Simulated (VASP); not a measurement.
# LiF3 (P-6m2) in VASP: relaxation of cell and atoms with PBE

Aim: the relaxation of cell and atoms of LiF3 with PBE.

Everything below comes from runs of VASP 6.6.1. Logs are shortened: lines on timing, memory, paths and dates and some standing lists are left out, and cuts for length are marked.

## 1. The cell of the first run

It takes space group P-6m2 (No. 187, hexagonal). The conventional cell has a = 2.443 Å, b = 2.443 Å, c = 8.011 Å, α = 90.00°, β = 90.00°, γ = 120.00°. Within 3.2 Å of Li (site symmetry -6m2) lie 6 Li at 2.44 Å and 6 F at 2.48 Å. F (site symmetry -6m2) has 12 F at 2.42 to 2.44 Å within 3.2 Å. F (site symmetry 3m) has 9 F at 2.42 to 2.44 Å and 3 Li at 2.48 Å within 3.2 Å.

The cell was built from a structure type or drawn by symmetry, and may not be a known phase.

## 2. Relaxation of cell and atoms, PBE, collinear spin

INCAR reads:

```
SYSTEM = LiF3
PREC = Accurate
ENCUT = 600
EDIFF = 1E-7
ISMEAR = 0
SIGMA = 0.1
LREAL = .False.
LASPH = .True.
NELM = 150
ALGO = Normal
ISIF = 3
LWAVE = .False.
LCHARG = .False.
ISPIN = 2
MAGMOM = 0 1 1 1
LORBIT = 11
GGA = PE
IBRION = 2
NSW = 90
EDIFFG = -0.04
```

KPOINTS reads:

```
regular mesh
0
Gamma
  12 12 2
  0 0 0
```

POSCAR reads:

```
LiF3
1.0
    2.4434548300      0.0000000000      0.0000000000
   -1.2217274100      2.1160939500      0.0000000000
    0.0000000000      0.0000000000      8.0107147400
Li F
1 3
Direct
    0.6666666700      0.3333333300      0.0000000000
    0.6666666700      0.3333333300      0.5000000000
    0.3333333300      0.6666666700      0.2540725200
    0.3333333300      0.6666666700      0.7459274800
```

Potentials or basis: VASP PAW PBE potentials, release 64 (Li_sv, F).

On the command line:

```bash
cat potpaw_PBE.64/Li_sv/POTCAR potpaw_PBE.64/F/POTCAR > POTCAR
mpirun -np 1 vasp_std > vasp.out
```

OUTCAR:

```text
SYSTEM = LiF3
   PREC = Accurate
   ENCUT = 600
   EDIFF = 1E-7
   ISMEAR = 0
   LREAL = .False.
   LASPH = .True.
   NELM = 150
   ISIF = 3
   ISPIN = 2
   LORBIT = 11
   GGA = PE
   IBRION = 2
   NSW = 90
   EDIFFG = -0.04

 ion  position               nearest neighbor table
   1  0.667  0.333  0.000-
   2  0.667  0.333  0.500-
   3  0.333  0.667  0.254-
   4  0.333  0.667  0.746-

  LATTYP: Found a hexagonal cell.
 ALAT       =     2.4434548300
 C/A-ratio  =     3.2784378257

  Lattice vectors:

 A1 = (   2.4434548300,   0.0000000000,   0.0000000000)
 A2 = (  -1.2217274100,   2.1160939500,   0.0000000000)
 A3 = (   0.0000000000,   0.0000000000,   8.0107147400)

Analysis of symmetry for initial positions (statically):
=====================================================================
 Subroutine PRICEL returns:
 Original cell was already a primitive cell.

 Routine SETGRP: Setting up the symmetry group for a
 hexagonal supercell.

 Subroutine GETGRP returns: Found 12 space group operations
 (whereof 12 operations were pure point group operations)
 out of a pool of 24 trial point group operations.

The static configuration has the point symmetry D_3h.

Analysis of symmetry for dynamics (positions and initial velocities):
=====================================================================
 Subroutine PRICEL returns:
 Original cell was already a primitive cell.

 Routine SETGRP: Setting up the symmetry group for a
 hexagonal supercell.

 Subroutine GETGRP returns: Found 12 space group operations
 (whereof 12 operations were pure point group operations)
 out of a pool of 24 trial point group operations.

The dynamic configuration has the point symmetry D_3h.

Analysis of structural, dynamic, and magnetic symmetry:
=====================================================================
 Subroutine PRICEL returns:
 Original cell was already a primitive cell.

 Routine SETGRP: Setting up the symmetry group for a
 hexagonal supercell.

 Subroutine GETGRP returns: Found 12 space group operations
 (whereof 12 operations were pure point group operations)
 out of a pool of 24 trial point group operations.

The overall configuration has the point symmetry D_3h.

 Subroutine INISYM returns: Found 12 space group operations
 (whereof 12 operations are pure point group operations),
 and found     1 'primitive' translations

----------------------------------------------------------------------------------------

                                     Primitive cell

  volume of cell :      41.4200

  direct lattice vectors                    reciprocal lattice vectors
     2.443454830  0.000000000  0.000000000     0.409256593  0.236284404  0.000000000
    -1.221727410  2.116093950  0.000000000     0.000000000  0.472568810  0.000000000
     0.000000000  0.000000000  8.010714740     0.000000000  0.000000000  0.124832806

  length of vectors
     2.443454830  2.443454822  8.010714740     0.472568809  0.472568810  0.124832806

  position of ions in fractional coordinates (direct lattice)
     0.666666670  0.333333330  0.000000000
     0.666666670  0.333333330  0.500000000
     0.333333330  0.666666670  0.254072520
     0.333333330  0.666666670  0.745927480

  ion indices of the primitive-cell ions
   primitive index   ion index
                 1           1
                 2           2
                 3           3
                 4           4

----------------------------------------------------------------------------------------

 KPOINTS: regular mesh

Automatic generation of k-mesh.
 Grid dimensions read from file:
 generate k-points for:   12   12    2

 Generating k-lattice:

  Cartesian coordinates                     Fractional coordinates (reciprocal lattice)
     0.034104716  0.019690367  0.000000000     0.083333333  0.000000000  0.000000000
     0.000000000  0.039380734  0.000000000     0.000000000  0.083333333  0.000000000
[... 50 lines left out ...]
   ISTART =      0    job   : 0-new  1-cont  2-samecut
   ICHARG =      2    charge: 1-file 2-atom 10-const
   ISPIN  =      2    spin polarized calculation?
   LNONCOLLINEAR =      F non collinear calculations
   LSORBIT =      F    spin-orbit coupling
   LASPH  =      T    aspherical Exc in radial PAW
   ENCUT  =  600.0 eV  44.10 Ry    6.64 a.u.   4.88  4.88 16.00*2*pi/ulx,y,z
   NELM   =    150;   NELMIN=  2; NELMDL= -5     # of ELM steps
   EDIFF  = 0.1E-06   stopping-criterion for ELM
   LREAL  =      F    real-space projection
   EDIFFG = -.4E-01   stopping-criterion for IOM
   NSW    =     90    number of steps for IOM
   IBRION =      2    ionic relax: 0-MD 1-quasi-New 2-CG
   NFREE  =      1    steps in history (QN), initial steepest desc. (CG)
   ISIF   =      3    stress and relaxation
   ISYM   =      2    0-nonsym 1-usesym 2-fastsym
   POTIM  = 0.5000    time-step for ionic-motion
   TEBEG  =    0.0;   TEEND  =   0.0 temperature during run
   PSTRESS=    0.0 pullay stress
   NELECT =      24.0000    total number of electrons
   NUPDOWN=      -1.0000    fix difference up-down
   EMIN   =  10.00;   EMAX   =-10.00  energy-range for DOS
   EFERMI =   0.00;   METHOD = LEGACY
   ISMEAR =     0;   SIGMA  =   0.10  broadening in eV -4-tet -1-fermi 0-gaus
   EFERMI_NEDOS =   21; number of points for ismear=-14 and -15
   IALGO  =     38    algorithm
   IMIX   =      4    mixing-type and parameters
     AMIX     =   0.40;   BMIX     =  1.00
     AMIX_MAG =   1.60;   BMIX_MAG =  1.00
  volume/ion in A,a.u.               =      10.36        69.88
  Fermi-wavevector in a.u.,A,eV,Ry     =   1.364819  2.579134 25.343994  1.862731
  Thomas-Fermi vector in A             =   2.491102
   LORBIT       =     11    0 simple, 1 ext, 2 COOP (PROOUT), +10 PAW based schemes
   GGA     = PE    functional components
   LHFCALC =     F    Hartree Fock is set to
   AEXX    =    0.0000 exact exchange contribution
   IVDW    =     0    specifies the selected vdW correction
   LEPSILON=     F    determine dielectric tensor
   LRPA    =     F    only Hartree local field effects (RPA)
 conjugate gradient relaxation of ions
 spin polarized calculation
 Gauss-broadening in eV      SIGMA  =   0.10
  energy-cutoff  :      600.00
  volume of cell :       41.42
 maximum number of plane-waves:      1410
 NGX is ok and might be reduce to    20
   NGX =  9   NGY =  9   NGZ = 31

--------------------------------------- Ionic step        1  -------------------------------------------

 number of electron      24.0000001 magnetization       0.9077121

 Free energy of the ion-electron system (eV)
  ---------------------------------------------------
  ext. energy  EPLUGINS =         0.00000000
  ---------------------------------------------------
  free energy    TOTEN  =        -8.12244641 eV

  energy without entropy =       -8.08852574  energy(sigma->0) =       -8.10548607

------------------------ aborting loop because EDIFF is reached ----------------------------------------

  FORCE on cell =-STRESS in cart. coord.  units (eV):
  Direction    XX          YY          ZZ          XY          YZ          ZX
  --------------------------------------------------------------------------------------
  -------------------------------------------------------------------------------------
  Total        3.8823460      3.8823460     -7.1789803      0.0000000      0.0000000      0.0000000
  in kB      150.1738437    150.1738429   -277.6916478      0.0000004      0.0000000      0.0000000
  external PRESSURE =       7.5520129 kB  Pullay stress =       0.0000000 kB
[... 27 lines left out ...]
 number of electron      24.0000014 magnetization      -0.3463646

 number of electron      24.0000013 magnetization       1.9025472

------------------------ aborting loop EDIFF was not reached (unconverged)  ----------------------------

  FORCE on cell =-STRESS in cart. coord.  units (eV):
  Direction    XX          YY          ZZ          XY          YZ          ZX
  --------------------------------------------------------------------------------------
  -------------------------------------------------------------------------------------
  Total        2.7308594      2.7308593     -6.2864438      0.0000000      0.0000000      0.0000000
  in kB      105.5318028    105.5318022   -242.9344259      0.0000003      0.0000000      0.0000000
  external PRESSURE =     -10.6236070 kB  Pullay stress =       0.0000000 kB
[... 57 lines left out ...]
  FREE ENERGIE OF THE ION-ELECTRON SYSTEM (eV)
  ---------------------------------------------------
  free  energy   TOTEN  =       -11.4842135147 eV

  energy  without entropy=      -11.4613661597  energy(sigma->0) =      -11.47278984

[... ionic steps 4 to 12 ...]

--------------------------------------- Ionic step       13  -------------------------------------------

 number of electron      23.9999970 magnetization       0.6580529

------------------------ aborting loop because EDIFF is reached ----------------------------------------
[... 71 lines left out ...]
--------------------------------------- Ionic step       15  -------------------------------------------

 number of electron      23.9999970 magnetization       0.6561827

 Free energy of the ion-electron system (eV)
  ---------------------------------------------------
  ext. energy  EPLUGINS =         0.00000000
  ---------------------------------------------------
  free energy    TOTEN  =       -11.53762027 eV

  energy without entropy =      -11.50901748  energy(sigma->0) =      -11.52331888

 E-fermi :  -2.8549     XC(G=0):  -9.2612

 val. band max:       -2.8587327559   @ k =   0.2500   0.0833   0.0000
 cond. band min:      -2.8503232238   @ k =   0.4167  -0.0000   0.0000
 fundamental gap:      0.0084095320
 Fermi energy:        -2.8548591612

 spin component 1

 k-point     1 :       0.0000    0.0000    0.0000
  band No.  band energies     occupation
      1     -44.4648      1.00000
      2     -24.6591      1.00000
      3     -23.5083      1.00000
      4     -23.1803      1.00000
      5      -6.7781      1.00000
      6      -5.1927      1.00000
[... 493 lines left out ...]
     17      14.4064      0.00000
     18      16.6647      0.00000

 [... further k-points ...]

 spin component 2

 k-point     1 :       0.0000    0.0000    0.0000
  band No.  band energies     occupation
      1     -44.4642      1.00000
      2     -24.6525      1.00000
      3     -23.2426      1.00000
      4     -22.3036      1.00000
      5      -6.9390      1.00000
      6      -4.7157      1.00000
[... 526 lines left out ...]
  FREE ENERGIE OF THE ION-ELECTRON SYSTEM (eV)
  ---------------------------------------------------
  free  energy   TOTEN  =       -11.5376202703 eV

  energy  without entropy=      -11.5090174838  energy(sigma->0) =      -11.52331888

 reached required accuracy - stopping structural energy minimisation

 total charge

# of ion       s       p       d       tot
------------------------------------------
    1        2.019   0.052   0.000   2.071
    2        1.769   4.030   0.000   5.798
    3        1.763   4.204   0.000   5.968
    4        1.763   4.204   0.000   5.968
--------------------------------------------------
tot          7.314  12.490   0.000  19.805

 magnetization (x)

# of ion       s       p       d       tot
------------------------------------------
    1        0.000   0.000   0.000   0.000
    2        0.002   0.649   0.000   0.652
    3       -0.001  -0.029   0.000  -0.029
    4       -0.001  -0.029   0.000  -0.029
--------------------------------------------------
tot          0.001   0.592   0.000   0.594
```

Run time: 23 min. Hardware: 1 thread of Intel Xeon Platinum 8559C (Emerald Rapids), shared host; peak memory 0.23 GiB.

What came out:

```yaml
Free_energy: -11.5376 eV
Relaxed_volume: 10.56 Å³/atom
Relaxed_cell: a = 2.917 Å, b = 2.917 Å, c = 5.730 Å, α = 90.00°, β = 90.00°, γ = 120.00°
Space_group_after_relaxing_to_0.1_Å: P-6m2 (No. 187)
Energy_gained_by_relaxing: 853.8 meV/atom
Ionic_steps: 15
Pressure_after_relaxing: 0.0 GPa
Largest_force_after_relaxing: 0.003 eV/Å
Net_moment: 0.66 μB per cell
Site_moments: Li +0.00; F +0.65, -0.03 (each value once) μB
Valence_electrons_inside_the_program's_atomic_spheres: Li 2.07; F 5.80, 5.97 (each value once)
```

Forces on the atoms (eV/Å):
```
Li   0.000  0.000  0.000
F    0.000  0.000  0.000
F    0.000  0.000 -0.003
F    0.000  0.000  0.003
```

Stress tensor (GPa, compression positive):
```
 0.01  0.00  0.00
 0.00  0.01  0.00
 0.00  0.00 -0.12
```

The path:
| step | energy change (eV) | largest force (eV/Å) | pressure (GPa) | volume (Å³) |
| --- | --- | --- | --- | --- |
| 1 | 0.0000 | 2.8258 | 0.76 | 41.42 |
| 2 | -1.7506 | 1.9951 | -1.06 | 41.46 |
| 3 | -3.3618 | 0.1999 | 6.02 | 38.17 |
| 4 | -3.4362 | 0.3123 | 0.01 | 41.44 |
| 5 | -3.4376 | 0.3255 | -0.89 | 41.99 |
| 6 | -3.4850 | 0.1008 | -0.33 | 42.75 |
| 7 | -2.4777 | 1.6806 | 5.07 | 44.90 |
| 8 | -3.3779 | 0.6539 | -0.26 | 43.97 |
| 9 | -3.3903 | 0.3716 | -1.18 | 43.13 |
| 10 | -3.4135 | 0.0538 | -0.32 | 42.89 |
| 11 | -3.4135 | 0.0464 | -0.29 | 42.88 |
| 12 | -3.4141 | 0.0469 | -0.18 | 42.71 |
| 13 | -3.4149 | 0.0489 | 0.20 | 42.21 |
| 14 | -3.4150 | 0.0402 | -0.20 | 42.23 |
| 15 | -3.4152 | 0.0033 | -0.03 | 42.22 |

Final structure:
```xyz
4
Lattice="2.9168 0.0000 0.0000 -1.4584 2.5260 0.0000 0.0000 0.0000 5.7305" Properties=species:S:1:pos:R:3 pbc="T T T"
Li    1.4584    0.8420    0.0000
F     1.4584    0.8420    2.8652
F     0.0000    1.6840    0.9671
F     0.0000    1.6840    4.7634
```

Caveat: the k points lie up to 0.55 Å⁻¹ apart in the final cell; the cutoff is under 1.25 times the usual one of these potentials, so pressure, stress and relaxed cells hold a basis-set (Pulay) error; a cell axis changed by over 15 % at a fixed basis, so the end point is rough.
